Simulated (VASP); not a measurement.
Input of a VASP 6.6.1 run:

The input INCAR:

```
ALGO = Normal
EDIFF = 1E-7
ENCUT = 520
GGA = PE
ISIF = 2
ISMEAR = 0
LASPH = True
LCHARG = True
LELF = True
LREAL = False
LVHAR = True
LWAVE = False
NBANDS = 42
NELM = 100
PREC = Accurate
SIGMA = 0.1
```

KPOINTS

```
k-points
0
Gamma
  4 4 4
```

POSCAR

```
AsAu
1.0
    5.7878014526      0.0000000000      0.0000000000
    0.0000000000      5.7878014526      0.0000000000
    0.0000000000      0.0000000000      5.7878014526
As Au
4 4
Direct
    0.0294696929      0.0294696929      0.0294696929
    0.4705303071      0.9705303071      0.5294696929
    0.5294696929      0.4705303071      0.9705303071
    0.9705303071      0.5294696929      0.4705303071
    0.7811740589      0.7811740589      0.7811740589
    0.7188259411      0.2188259411      0.2811740589
    0.2811740589      0.7188259411      0.2188259411
    0.2188259411      0.2811740589      0.7188259411
```

Potentials or basis: VASP PAW PBE potentials, release 64 (As, Au).

Run with:

```bash
$ cat potpaw_PBE.64/As/POTCAR potpaw_PBE.64/Au/POTCAR > POTCAR
$ mpirun -np 1 vasp_std > vasp.out
```

(1) What does it give for the largest force?

(2) What does it give for the pressure?

Answers

(1) 0.016 eV/Å.

(2) -0.2 GPa.
